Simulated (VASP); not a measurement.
# Re (P6_3/mmc) in VASP: notebook, part 2 of 2

VASP 6.6.1. The steps go on from the part before.

## (3) Relaxation of cell and atoms, r2SCAN, target pressure 20 GPa, at which the enthalpy is minimised

Contents of POSCAR:

```
Re
1.0
    2.7500000000      0.0000000000      0.0000000000
   -1.3750000000      2.3815698604      0.0000000000
    0.0000000000      0.0000000000      4.4907500000
Re
2
Direct
    0.3333333333      0.6666666667      0.2500000000
    0.6666666667      0.3333333333      0.7500000000
```

Contents of INCAR.step1:

```
ALGO     = Normal         # electronic algorithm
EDIFF    = 1E-4           # SCF threshold, eV
ENCUT    = 600            # plane-wave cutoff, eV
GGA      = PE             # functional
ISMEAR   = -1             # smearing method
LASPH    = True           # aspherical terms in the spheres
LCHARG   = False          # write CHGCAR
LREAL    = False          # projectors in reciprocal space
LWAVE    = True           # write WAVECAR
NELM     = 100            # most SCF steps
PREC     = Accurate       # precision mode
SIGMA    = 0.1            # smearing width, eV
```

Contents of INCAR.step2:

```
ALGO     = Normal         # electronic algorithm
EDIFF    = 1E-6           # SCF threshold, eV
EDIFFG   = -0.03          # ionic threshold
ENCUT    = 600            # plane-wave cutoff, eV
IBRION   = 2              # ionic algorithm
ISIF     = 3              # what is computed and relaxed
ISMEAR   = -1             # smearing method
ISTART   = 1            
LASPH    = True           # aspherical terms in the spheres
LCHARG   = False          # write CHGCAR
LMIXTAU  = True         
LREAL    = False          # projectors in reciprocal space
LWAVE    = False          # write WAVECAR
METAGGA  = R2SCAN         # meta-GGA
NELM     = 100            # most SCF steps
NSW      = 60             # ionic steps
PREC     = Accurate       # precision mode
PSTRESS  = 200.0        
SIGMA    = 0.1            # smearing width, eV
```

Contents of KPOINTS:

```
k-points
0
Gamma
  11 11 6
```

Potentials or basis: VASP PAW PBE potentials, release 64 (Re).

Started as:

```
> cat potpaw_PBE.64/Re/POTCAR > POTCAR
> cp INCAR.step1 INCAR
> mpirun -np 1 vasp_std > vasp.out
> cp INCAR.step2 INCAR
> mpirun -np 1 vasp_std > vasp.out
```

Wall time 3.1 min (1 thread of Intel Xeon 6975P-C (Granite Rapids), shared host); peak memory 0.19 GiB.

It converged, with:

```
Free energy                                            : -104.8462 eV
Relaxed volume                                         : 14.05 Å³/atom
Relaxed cell                                           : a = 2.717 Å, b = 2.717 Å, c = 4.396 Å, α = 90.00°, β = 90.00°, γ = 120.00°
Space group after relaxing (to 0.05 Å)                 : P6_3/mmc (No. 194)
Energy change on relaxing (the enthalpy is what falls) : +38.5 meV/atom
Ionic steps                                            : 7
Pressure after relaxing                                : 20.0 GPa
Band gap on the k mesh                                 : zero (band 7 reaches 9.75 eV, above the bottom of band 8 at 6.38 eV)
```

The path:
| step | energy change (eV) | largest force (eV/Å) | pressure (GPa) | volume (Å³) |
| --- | --- | --- | --- | --- |
| 1 | 0.0000 | 0.0000 | 0.20 | 29.41 |
| 2 | 3.4053 | 0.0000 | 195.65 | 22.33 |
| 3 | 0.0620 | 0.0000 | 17.75 | 28.24 |
| 4 | 0.0744 | 0.0000 | 19.55 | 28.13 |
| 5 | 0.0787 | 0.0000 | 20.14 | 28.10 |
| 6 | 0.0771 | 0.0000 | 19.98 | 28.11 |
| 7 | 0.0769 | 0.0000 | 20.04 | 28.10 |

Final structure:
```xyz
2
Lattice="2.7169 0.0000 0.0000 -1.3585 2.3529 0.0000 0.0000 0.0000 4.3959" Properties=species:S:1:pos:R:3 pbc="T T T"
Re    0.0000    1.5686    1.0990
Re    1.3585    0.7843    3.2969
```

Levels at points of the mesh, in eV from the Fermi level:
| k point | band 5 | band 6 | band 7 | band 8 | band 9 | band 10 |
| --- | --- | --- | --- | --- | --- | --- |
| (0.00, 0.00, 0.00) | -1.76 | -0.84 | -0.84 | 0.23 | 0.23 | 0.63 |
| (0.00, 0.00, 0.50) | -1.90 | -1.90 | -1.90 | -1.90 | 2.84 | 2.84 |

Caveat: the cell is relaxed towards a set pressure, so the enthalpy falls and the energy may rise; the PAW data sets were made with another functional, which shifts forces and pressure a little; spin-orbit coupling is left out, which moves the levels of the heavy elements.

## (4) Relaxation of cell and atoms, r2SCAN, target pressure 40 GPa, at which the enthalpy is minimised

POSCAR is that of step 3.

Contents of INCAR.step1:

```
  PREC = Accurate
  ENCUT = 600
  ISMEAR = -1
  SIGMA = 0.1
  LREAL = False
  LASPH = True
  NELM = 80
  GGA = PE
  ALGO = Normal
  EDIFF = 1E-4
  LWAVE = True
  LCHARG = False
```

Contents of INCAR.step2:

```
  PREC = Accurate
  ENCUT = 600
  EDIFF = 1E-6
  ISMEAR = -1
  SIGMA = 0.1
  LREAL = False
  LASPH = True
  NELM = 80
  ALGO = Normal
  ISIF = 3
  LWAVE = False
  LCHARG = False
  METAGGA = R2SCAN
  LMIXTAU = True
  IBRION = 2
  NSW = 60
  EDIFFG = -0.03
  PSTRESS = 400.0
  ISTART = 1
```

Contents of KPOINTS:

```
Automatic mesh
0
Gamma
  11 11 6
```

Started as:

```
> cat potpaw_PBE.64/Re/POTCAR > POTCAR
> cp INCAR.step1 INCAR
> mpirun -np 1 vasp_std > vasp.out
> cp INCAR.step2 INCAR
> mpirun -np 1 vasp_std > vasp.out
```

It took 4.5 min on 1 thread of Intel Xeon 6975P-C (Granite Rapids), shared host; peak memory 0.19 GiB.

Results (log left out):

```yaml
Free_energy: -104.6491 eV
Relaxed_volume: 13.52 Å³/atom
Relaxed_cell: a = 2.682 Å, b = 2.682 Å, c = 4.339 Å, α = 90.00°, β = 90.00°, γ = 120.00°
Space_group_after_relaxing_to_0.05_Å: P6_3/mmc (No. 194)
Energy_change_on_relaxing_the_enthalpy_is_what_falls: +137.0 meV/atom
Ionic_steps: 10
Pressure_after_relaxing: 40.0 GPa
Band_gap_on_the_k_mesh: zero (band 7 reaches 10.41 eV, above the bottom of band 8 at 6.75 eV)
```

Step by step:
| step | energy change (eV) | largest force (eV/Å) | pressure (GPa) | volume (Å³) |
| --- | --- | --- | --- | --- |
| 1 | 0.0000 | 0.0000 | 0.20 | 29.41 |
| 2 | 18.9035 | 0.0000 | 757.75 | 16.44 |
| 3 | 0.1516 | 0.0000 | 28.66 | 27.62 |
| 4 | 0.2193 | 0.0000 | 35.20 | 27.28 |
| 5 | 0.2766 | 0.0000 | 40.19 | 27.03 |
| 6 | 0.2652 | 0.0000 | 39.21 | 27.08 |
| 7 | 0.2655 | 0.0000 | 39.24 | 27.08 |
| 8 | 0.2641 | 0.0000 | 39.20 | 27.08 |
| 9 | 0.3153 | 0.0000 | 43.37 | 26.88 |
| 10 | 0.2741 | 0.0000 | 40.04 | 27.04 |

Final structure:
```cif
data_structure
_symmetry_space_group_name_H-M 'P 1'
_symmetry_Int_Tables_number 1
_cell_length_a 2.6823
_cell_length_b 2.6823
_cell_length_c 4.3392
_cell_angle_alpha 90.000
_cell_angle_beta 90.000
_cell_angle_gamma 120.000
_cell_volume 27.04
loop_
_atom_site_label
_atom_site_type_symbol
_atom_site_fract_x
_atom_site_fract_y
_atom_site_fract_z
_atom_site_occupancy
Re1 Re 0.33333 0.66667 0.25000 1
Re2 Re 0.66667 0.33333 0.75000 1
```

Levels at points of the mesh, in eV from the Fermi level:
```tsv
k point	band 3	band 4	band 5	band 6	band 7	band 8	band 9	band 10	band 11
(0.00, 0.00, 0.00)	-1.92	-1.89	-1.89	-0.91	-0.91	0.22	0.22	0.74	3.92
(0.00, 0.00, 0.50)	-2.80	-2.80	-2.03	-2.03	-2.03	-2.03	2.99	2.99	2.99
```

Caveat: the cell is relaxed towards a set pressure, so the enthalpy falls and the energy may rise; the PAW data sets were made with another functional, which shifts forces and pressure a little; spin-orbit coupling is left out, which moves the levels of the heavy elements.

## (5) Relaxation of cell and atoms, r2SCAN, target pressure 60 GPa, at which the enthalpy is minimised

POSCAR is that of step 4.

Contents of INCAR.step1:

```
ALGO = Normal
EDIFF = 1E-4
ENCUT = 600
GGA = PE
ISMEAR = -1
LASPH = T
LCHARG = F
LREAL = F
LWAVE = T
NELM = 60
PREC = Accurate
SIGMA = 0.1
```

Contents of INCAR.step2:

```
ALGO = Normal
EDIFF = 1E-7
EDIFFG = -0.03
ENCUT = 600
IBRION = 2
ISIF = 3
ISMEAR = -1
ISTART = 1
LASPH = T
LCHARG = F
LMIXTAU = T
LREAL = F
LWAVE = F
METAGGA = R2SCAN
NELM = 60
NSW = 60
PREC = Accurate
PSTRESS = 600.0
SIGMA = 0.1
```

Contents of KPOINTS:

```
k-points
0
Gamma
  11 11 6
```

Started as:

```
> cat potpaw_PBE.64/Re/POTCAR > POTCAR
> cp INCAR.step1 INCAR
> mpirun -np 1 vasp_std > vasp.out
> cp INCAR.step2 INCAR
> mpirun -np 1 vasp_std > vasp.out
```

It took 6.6 min on 1 thread of Intel Xeon 6975P-C (Granite Rapids), shared host; peak memory 0.2 GiB.

Results (log left out):

| Quantity | Value |
| --- | --- |
| Free energy | -104.3723 eV |
| Relaxed volume | 13.07 Å³/atom |
| Relaxed cell | a = 2.653 Å, b = 2.653 Å, c = 4.291 Å, α = 90.00°, β = 90.00°, γ = 120.00° |
| Space group after relaxing (to 0.05 Å) | P6_3/mmc (No. 194) |
| Energy change on relaxing (the enthalpy is what falls) | +275.4 meV/atom |
| Ionic steps | 10 |
| Pressure after relaxing | 60.0 GPa |
| Band gap on the k mesh | zero (band 7 reaches 11.01 eV, above the bottom of band 8 at 7.09 eV) |

The path:
```
step  energy change (eV)  largest force (eV/Å)  pressure (GPa)  volume (Å³)
   1              0.0000                0.0000            0.20        29.41
   2             58.1206                0.0000         2117.46        11.69
   3              0.1646                0.0000           29.97        27.55
   4              0.3194                0.0000           43.58        26.87
   5              0.5626                0.0000           60.72        26.12
   6              0.5390                0.0000           59.19        26.18
   7              0.5404                0.0000           59.25        26.18
   8              0.5379                0.0000           59.19        26.18
   9              0.6096                0.0000           63.78        25.99
  10              0.5509                0.0000           60.03        26.15
```

Final structure:
```
Re
1.0
     2.65264    0.00000    0.00000
    -1.32632    2.29726    0.00000
     0.00000    0.00000    4.29054
Re
2
Direct
  0.33333 0.66667 0.25000
  0.66667 0.33333 0.75000
```

Levels at points of the mesh, in eV from the Fermi level:
| k point | band 5 | band 6 | band 7 | band 8 | band 9 | band 10 |
| --- | --- | --- | --- | --- | --- | --- |
| (0.00, 0.00, 0.00) | -2.01 | -0.97 | -0.97 | 0.21 | 0.21 | 0.86 |
| (0.00, 0.00, 0.50) | -2.16 | -2.16 | -2.16 | -2.16 | 3.12 | 3.12 |

Caveat: the cell is relaxed towards a set pressure, so the enthalpy falls and the energy may rise; the PAW data sets were made with another functional, which shifts forces and pressure a little; spin-orbit coupling is left out, which moves the levels of the heavy elements.

## (6) The runs side by side

```tsv
cell	gap on the mesh (eV)	pressure (GPa)
relaxed	none	0.1
relaxed to 20 GPa	none	20.0
relaxed to 40 GPa	none	40.0
relaxed to 60 GPa	none	60.0
```

Alike in all rows: task relaxation of cell and atoms; level r2SCAN; potentials or basis VASP PAW PBE potentials, release 64 (Re); no spin polarisation; k mesh 11 × 11 × 6; cutoff (eV) 600; smearing fermi-dirac 0.1 eV.

Caveats: the PAW data sets were made with another functional, which shifts forces and pressure a little; spin-orbit coupling is left out, which moves the levels of the heavy elements; the cell is relaxed towards a set pressure, so the enthalpy falls and the energy may rise (some runs).

Total energies depend on the potentials used, so only differences within one code and one set of settings carry meaning.
